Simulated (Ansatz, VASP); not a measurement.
AgCl in VASP and in Ansatz

```xyz
2
Lattice="0.0410 2.7350 2.7350 2.7350 0.0410 2.7350 2.7760 2.7760 0.0000" Properties=species:S:1:pos:R:3 pbc="T T T"
Ag    0.0000    0.0000    0.0000
Cl    2.7760    2.7760    2.7350
```

Alike in both runs: task single point; functional PBE; k mesh 6 × 6 × 6; occupations fermi-dirac, width 0.05 eV; no spin polarisation.

```csv
,VASP,Ansatz
version,VASP 6.6.1,Ansatz 0.2.0
potentials or method,"VASP PAW PBE potentials, release 64 (Ag, Cl), cutoff 500 eV","plane waves, PAW"
valence electrons in the cell,18,26
```

VASP gave:

* pressure (GPa): 3.8
* traceless stress, the component that is largest in VASP (GPa): -0.12

Task: Which values does Ansatz return?

Result: Pressure (GPa): 3.9; traceless stress, the component that is largest in VASP (GPa): -0.12.

VASP's potentials hold 18 valence electrons a cell and Ansatz's 26, so a difference there can come from the potentials and not from the codes.
